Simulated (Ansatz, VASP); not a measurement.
Two plane-wave programs on Ir3C

The input INCAR:

```
PREC = Accurate
ENCUT = 520
EDIFF = 1E-6
ISMEAR = 0
SIGMA = 0.1
LREAL = F
LASPH = T
NELM = 150
ALGO = Normal
ISIF = 2
LWAVE = F
LCHARG = F
ISPIN = 2
MAGMOM = 0 0 0 2
LORBIT = 11
LMAXMIX = 4
LDIPOL = T
IDIPOL = 3
DIPOL = 0.5 0.5 0.346
GGA = CA
NBANDS = 28
```

File KPOINTS:

```
Automatic mesh
0
Gamma
  12 12 1
```

POSCAR

```
Ir3C
1.0
    2.6946510889      0.0000000000      0.0000000000
   -1.3473255444      2.3336362973      0.0000000000
    0.0000000000      0.0000000000     21.2769546740
Ir C
3 1
Direct
    0.6666666667      0.3333333333      0.1879968286
    0.3333333333      0.6666666667      0.2885049938
    0.0000000000      0.0000000000      0.3890103072
    0.0000000000      0.0000000000      0.5173181427
```

Input for Ansatz:

```yaml
crystal:
  lattice:
    - [2.6946510889, 0.0, 0.0]
    - [-1.3473255444, 2.3336362973, 0.0]
    - [0.0, 0.0, 21.276954674]
  atoms:
    - { symbol: Ir, position: [0.6666666667, 0.3333333333, 0.1879968286] }
    - { symbol: Ir, position: [0.3333333333, 0.6666666667, 0.2885049938] }
    - { symbol: Ir, position: [0.0, 0.0, 0.3890103072] }
    - { symbol: C, position: [0.0, 0.0, 0.5173181427], spin: 2.0 }
basis:
  ecutwfc: 420
kpoints:
  mp_grid: { grid: [12, 12, 1] }
hamiltonian:
  xc: lda
  pseudopotentials: { kind: paw, azcp: { folder: soft_1 } }
scf:
  occupations: { method: gaussian, width: 0.1 }
output:
  forces: true
  eigenvalues: true
  populations: true
magnetization:
  spin_polarized: true
efield:
  axis: 3
  dipole_correction: true
  ramp_width: 0.04
```

Alike in both runs: task single point; functional LDA; k mesh 12 × 12 × 1; occupations gaussian, width 0.1 eV; collinear spin.

|  | VASP | Ansatz |
| --- | --- | --- |
| version | VASP 6.6.1 | Ansatz 0.2.0 |
| potentials or method | VASP PAW LDA potentials, release 64 (Ir, C), cutoff 520 eV | scalar-relativistic, plane waves, PAW |
| valence electrons in the cell | 31 | 55 |

|  | VASP | Ansatz | Ansatz less VASP |
| --- | --- | --- | --- |
| gap on the k mesh at the Fermi level (eV) | none | none | - |
| rms of the force components (eV/Å) | 0.851 | 0.825 | -0.0264 |
| net moment per atom (μB) | 0.00 | 0.00 | 0.000 |

Ansatz warns that its potentials were made for another functional, while VASP's fit it. LDA's correlation is that of Perdew and Zunger in VASP and of Perdew and Wang (1992) in Ansatz. Atom by atom the forces differ by 0.051 eV/Å (rms over components). A gap of «none» marks a metal or a gap that the smearing closes. VASP's potentials hold 31 valence electrons a cell and Ansatz's 55, so a difference there can come from the potentials and not from the codes. Ansatz's warnings: seeded moment not kept.

Spin-orbit coupling is off throughout.
